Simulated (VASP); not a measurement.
A run of VASP 6.6.1:

The input INCAR:

```
SYSTEM = Si
  PREC = Accurate
  ENCUT = 520
  EDIFF = 1E-6
  ISMEAR = 0
  SIGMA = 0.25
  LREAL = .False.
  LASPH = .True.
  NELM = 60
  ALGO = Normal
  ISIF = 2
  LWAVE = .False.
  LCHARG = .False.
  GGA = PE
  NBANDS = 11
```

File KPOINTS:

```
regular mesh
0
Gamma
  13 13 7
  0 0 0
```

POSCAR

```
Si
1.0
    2.4440000000      0.0000000000      0.0000000000
   -1.2220000000      2.1165660000      0.0000000000
    0.0000000000      0.0000000000      4.1520000000
Si
2
Direct
    0.3333333333      0.6666666667      0.2500000000
    0.6666666667      0.3333333333      0.7500000000
```

Potentials or basis: VASP PAW PBE potentials, release 64 (Si).

Launch:

```console
$ cat potpaw_PBE.64/Si/POTCAR > POTCAR
$ mpirun -np 1 vasp_std > vasp.out
```

Hardware: 1 thread of Intel Xeon 6975P-C, on a shared host.

Problem. Estimate the wall time of this run.

Solution. It took 20 s on 1 thread of Intel Xeon 6975P-C, on a shared host, peak memory 0.13 GiB. Counts: scf iterations 10, k points 84.
